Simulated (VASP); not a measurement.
Write the native input for VASP 6.6.1 that does the following.

* Task: single point
* Functional: r2SCAN
* Potentials or basis: VASP PAW PBE potentials, release 64 (La)
* Cutoff: 520 eV
* k mesh: 7 × 7 × 7
* Occupations: fermi-dirac, width 0.1 eV
* Spin: no spin polarisation
* Dipole correction: no
* Further INCAR settings: ALGO = Normal; EDIFF = 1e-06; NBANDS = 12

The system is La.

```
CELL_PARAMETERS angstrom
-1.93458 1.93458 1.93458
1.93458 -1.93458 1.93458
1.93458 1.93458 -1.93458
ATOMIC_POSITIONS crystal
La 0.00000 0.00000 0.00000
```

This isn't the form of La at room conditions, which is double hcp.

The input as run:

POSCAR

```
La
1.0
   -1.9345811995      1.9345811995      1.9345811995
    1.9345811995     -1.9345811995      1.9345811995
    1.9345811995      1.9345811995     -1.9345811995
La
1
Direct
    0.0000000000      0.0000000000      0.0000000000
```

INCAR.step1

```
SYSTEM = La
PREC     = Accurate       ! precision mode
ENCUT    = 520            ! plane-wave cutoff, eV
ISMEAR   = -1             ! smearing method
SIGMA    = 0.1            ! smearing width, eV
LREAL    = .False.        ! projectors in reciprocal space
LASPH    = .True.         ! aspherical terms in the spheres
NELM     = 80             ! most SCF steps
NBANDS   = 12             ! bands
GGA      = PE             ! functional
ALGO     = Normal         ! electronic algorithm
EDIFF    = 1E-4           ! SCF threshold, eV
LWAVE    = .True.         ! write WAVECAR
LCHARG   = .False.        ! write CHGCAR
```

INCAR.step2

```
SYSTEM = La
PREC     = Accurate       ! precision mode
ENCUT    = 520            ! plane-wave cutoff, eV
EDIFF    = 1E-6           ! SCF threshold, eV
ISMEAR   = -1             ! smearing method
SIGMA    = 0.1            ! smearing width, eV
LREAL    = .False.        ! projectors in reciprocal space
LASPH    = .True.         ! aspherical terms in the spheres
NELM     = 80             ! most SCF steps
ALGO     = Normal         ! electronic algorithm
ISIF     = 2              ! what is computed and relaxed
LWAVE    = .False.        ! write WAVECAR
LCHARG   = .False.        ! write CHGCAR
METAGGA  = R2SCAN         ! meta-GGA
LMIXTAU  = .True.       
NBANDS   = 12             ! bands
ISTART   = 1
```

KPOINTS

```
Automatic mesh
0
Gamma
  7 7 7
  0 0 0
```

Potentials or basis: VASP PAW PBE potentials, release 64 (La).

Command:

```sh
$ cat potpaw_PBE.64/La/POTCAR > POTCAR
$ cp INCAR.step1 INCAR
$ mpirun -np 1 vasp_std > vasp.out
$ cp INCAR.step2 INCAR
$ mpirun -np 1 vasp_std > vasp.out
```

It gave:

```yaml
Pressure: 10.2 GPa
Band_gap_on_the_k_mesh: zero (an odd number of electrons rules out a gap without spin polarisation)
```

Caveat: the cell stands under pressure; the PAW data sets were made with another functional, which shifts forces and pressure a little; spin-orbit coupling is left out, which moves the levels of the heavy elements.

It took 74 s on 1 thread of Intel Xeon 8259CL, with other jobs on the host, peak memory 0.18 GiB.
